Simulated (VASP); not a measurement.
Runs of VASP 6.6.1 on ZrC. The typed cell holds 4 atoms: a = 3.361 Å, b = 3.342 Å, c = 5.333 Å, α = 89.00°, β = 91.00°, γ = 119.42°. 

```csv
k mesh,gap on the mesh (eV),pressure (GPa),largest force (eV/Å)
10 × 10 × 6,none,1.0,1.03
4 × 4 × 2,none,0.4,1.14
1 × 1 × 1,-,(a),1.71
6 × 6 × 4,none,1.0,1.04
```

Alike in all rows: task single point; level PBE; potentials or basis VASP PAW PBE potentials, release 64 (Zr_sv, C); no spin polarisation; cell as given; cutoff (eV) 520; smearing gaussian 0.1 eV.

Task: Estimate the missing entries.

Result: (a) 17.5.

Caveats: some runs use coarse meshes; forces of over 1 eV/Å act on the atoms, so gaps and moduli don't describe the material at rest.

A k mesh can miss the band edges, and the runs leave out spin-orbit coupling on Zr.

A gap of «none» marks levels without a gap at the run's occupations.
